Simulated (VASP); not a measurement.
A run of VASP 6.6.1:

POSCAR

```
MgS
1.0
    0.0000000000      2.6535035000      2.6535035000
    2.6535035000      0.0000000000      2.6535035000
    2.6535035000      2.6535035000      0.0000000000
Mg S
1 1
Direct
    0.0000000000      0.0000000000      0.0000000000
    0.5000000000      0.5000000000      0.5000000000
```

File INCAR.step1:

```
ALGO = Normal ; EDIFF = 1E-4
ENCUT = 520 ; GGA = PE
ISMEAR = -1 ; LASPH = T
LCHARG = F ; LREAL = F
LWAVE = T ; NELM = 80
PREC = Accurate ; SIGMA = 0.02
```

INCAR.step2

```
ALGO = Normal ; EDIFF = 1E-7
EDIFFG = -0.01 ; ENCUT = 520
IBRION = 2 ; ISIF = 2
ISMEAR = -1 ; ISTART = 1
LASPH = T ; LCHARG = F
LMIXTAU = T ; LREAL = F
LWAVE = F ; METAGGA = R2SCAN
NELM = 80 ; NSW = 50
PREC = Accurate ; SIGMA = 0.02
```

Contents of KPOINTS:

```
k-points
0
Gamma
  10 10 10
```

Potentials or basis: VASP PAW PBE potentials, release 64 (Mg, S).

The run is started by

```bash
$ cat potpaw_PBE.64/Mg/POTCAR potpaw_PBE.64/S/POTCAR > POTCAR
$ cp INCAR.step1 INCAR
$ mpirun -np 1 vasp_std > vasp.out
$ cp INCAR.step2 INCAR
$ mpirun -np 1 vasp_std > vasp.out
```

Hardware: 1 thread of AMD EPYC 9R45 96-Core Processor (Zen 5), with other jobs on the host.

**Question.** Estimate the wall time of this run.

**Answer.** It took 36 s on 1 thread of AMD EPYC 9R45 96-Core Processor (Zen 5), with other jobs on the host, peak memory 0.14 GiB. Counts: k points 47, ion steps 1.
